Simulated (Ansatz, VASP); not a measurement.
GaP in VASP and in Ansatz

```
CELL_PARAMETERS angstrom
-1.73112 1.73112 3.07209
1.73112 -1.73112 3.07209
1.73112 1.73112 -3.07209
ATOMIC_POSITIONS crystal
Ga 0.07446 0.07446 0.00000
P 0.46431 0.46431 0.00000
```

Alike in both runs: functional PBE; k mesh 7 × 7 × 7; occupations gaussian, width 0.2 eV; no spin polarisation.

Ansatz relaxed the structure, and its values are those at the end. VASP's run is a single point on that final structure, the one shown.

|  | VASP | Ansatz |
| --- | --- | --- |
| version | VASP 6.6.1 | Ansatz 0.2.0 |
| potentials or method | VASP PAW PBE potentials, release 64 (Ga_d, P), cutoff 500 eV | scalar-relativistic, plane waves, PAW |
| valence electrons in the cell | 18 | 18 |

```csv
,VASP,Ansatz,Ansatz less VASP
gap on the k mesh at the Fermi level (eV),none,none,-
pressure (GPa),0.0,0.0,-0.02
```

A gap of «none» marks a metal or a gap that the smearing closes. The functional is the same, so the differences come from potentials, cutoffs and numerics.

The k mesh is coarse, so the values compare programs but aren't converged.
